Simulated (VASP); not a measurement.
# NaZnCl3: single point with PBE

The system is NaZnCl3.

```
CELL_PARAMETERS angstrom
7.37460 0.04957 0.02462
0.04957 7.30794 0.15894
0.02462 0.15894 7.57441
ATOMIC_POSITIONS crystal
Na 0.66388 0.54450 0.70762
Na 0.83108 0.02184 0.07814
Na 0.98109 0.36053 0.31126
Cl 0.21292 0.34981 0.90669
Cl 0.36634 0.82121 0.95911
Cl 0.67584 0.36606 0.05053
Cl 0.03254 0.71361 0.21671
Cl 0.91022 0.26015 0.61028
Cl 0.61307 0.84757 0.37895
Cl 0.89682 0.85329 0.79500
Cl 0.31589 0.54793 0.49312
Cl 0.20926 0.07999 0.35604
Zn 0.10407 0.66247 0.94520
Zn 0.20687 0.27419 0.59913
Zn 0.37178 0.76466 0.25045
```

```json
{
 "Program": "VASP 6.6.1",
 "Task": "single point",
 "Functional": "PBE",
 "Potentials or basis": "VASP PAW PBE potentials, release 64 (Na_pv, Cl, Zn)",
 "Cutoff": "520 eV",
 "k mesh": "1 × 1 × 1",
 "Occupations": "fermi-dirac, width 0.0991 eV",
 "Spin": "no spin polarisation"
}
```

- Pressure: 2.4 GPa
- Largest force: 1.677 eV/Å
- Band gap on the k mesh: 2.73 eV

Forces in eV/Å, atoms in the order of the input:
```
Na   0.026  0.082  0.237
Na  -0.405  0.256  0.234
Na  -0.449  0.433 -1.330
Cl  -0.103  0.443 -0.166
Cl   0.840  0.230 -0.626
Cl   0.533 -0.068  0.239
Cl  -0.490 -0.145  1.031
Cl  -1.524  0.216  0.547
Cl   0.999  0.296  0.265
Cl   0.289 -1.010 -0.208
Cl   0.449 -0.353  0.504
Cl   0.362  0.249  0.243
Zn  -0.290 -0.567 -1.551
Zn   0.299 -0.242  0.322
Zn  -0.535  0.180  0.261
```

Stress tensor (GPa, compression positive):
```
 3.28  1.24 -0.06
 1.24  0.76 -0.34
-0.06 -0.34  3.30
```

Levels at points of the mesh, in eV from the valence-band top:
| k point | band 56 | band 57 | band 58 | band 59 | band 60 | band 61 | band 62 | band 63 | band 64 | band 65 |
| --- | --- | --- | --- | --- | --- | --- | --- | --- | --- | --- |
| (0.00, 0.00, 0.00) | -0.86 | -0.66 | -0.45 | -0.17 | 0.00 | 2.73 | 4.23 | 4.74 | 5.42 | 5.96 |

It took 39 s on 1 thread of Intel(R) Xeon(R) 6975P-C (Granite Rapids), on a shared host, peak memory 0.38 GiB.

Caveat: the k points lie up to 0.86 Å⁻¹ apart.
